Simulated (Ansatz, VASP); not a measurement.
One calculation of O, two programs

```
O
1.0
     2.54381    0.00000    0.00000
    -1.27191    2.20301    0.00000
     0.00000    0.00000    6.53087
O
4
Direct
  0.33333 0.66667 0.16100
  0.66667 0.33333 0.66100
  0.33333 0.66667 0.33900
  0.66667 0.33333 0.83900
```

Change from the starting cell: volume scaled by 0.98.

Alike in both runs: task single point; functional PBEsol; k mesh 13 × 13 × 5; occupations fermi-dirac, width 0.03 eV; no spin polarisation.

|  | VASP | Ansatz |
| --- | --- | --- |
| version | VASP 6.6.1 | Ansatz 0.2.0 |
| potentials or method | VASP PAW PBE potentials, release 64 (O), cutoff 520 eV | all-electron LAPW, scalar-relativistic |

```csv
,VASP,Ansatz,Ansatz less VASP
pressure (GPa),21.0,14.9,-6.15
"traceless stress, the component that is largest in VASP (GPa)",51.69,38.45,-13.239
rms of the force components (eV/Å),3.162,2.016,-1.1460
```

VASP's potentials were made for PBE, not for PBEsol. Atom by atom the forces differ by 1.146 eV/Å (rms over components). Ansatz ran all-electron here, and VASP with PAW potentials.

Noted on VASP's run: the standard files for N, O and F lose accuracy on very short bonds; spin is off for a triplet molecule.
